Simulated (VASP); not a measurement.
# Zr: single point with PBEsol

The system is Zr.

```xyz
3
Lattice="4.9715 0.0000 0.0000 -2.4857 4.3054 0.0000 0.0000 0.0000 3.1114" Properties=species:S:1:pos:R:3 pbc="T T T"
Zr    0.0000    0.0000    0.0000
Zr    0.0000    2.8703    1.5557
Zr    2.4857    1.4351    1.5557
```

This isn't the form of Zr at room conditions, which is hcp.

| Property | Result |
| --- | --- |
| Program | VASP 6.6.1 |
| Task | single point |
| Functional | PBEsol |
| Potentials or basis | VASP PAW PBE potentials, release 64 (Zr_sv) |
| Cutoff | 520 eV |
| k mesh | 12 × 12 × 14 |
| Occupations | gaussian, width 0.1 eV |
| Spin | no spin polarisation |
| Dipole correction | no |
| Further INCAR settings | ALGO = Fast; EDIFF = 1e-07; NBANDS = 25 |

```
Pressure               : 0.1 GPa
Band gap on the k mesh : zero (bands 18 and 19 overlap by 0.62 eV)
```

Levels at points of the mesh, in eV from the Fermi level:
```tsv
k point	band 14	band 15	band 16	band 17	band 18	band 19	band 20	band 21	band 22	band 23
(0.00, 0.00, 0.00)	-2.49	-0.48	-0.48	-0.43	-0.43	-0.18	0.86	1.67	1.67	2.28
(0.50, 0.00, 0.00)	-3.12	-3.00	-0.66	-0.64	-0.51	-0.01	0.72	1.11	1.77	2.45
(0.00, 0.00, 0.50)	-2.63	-2.13	-1.96	-1.96	-1.34	1.23	1.23	1.72	1.72	4.43
(0.50, 0.00, 0.50)	-2.39	-2.03	-1.56	-0.83	-0.47	0.28	0.94	1.32	1.49	2.98
```

Run time: 2.9 min on 1 thread of Intel(R) Xeon(R) 6975P-C (Granite Rapids), with other jobs on the host, peak memory 0.32 GiB.

Caveat: the PAW data sets were made with another functional, which shifts forces and pressure a little.
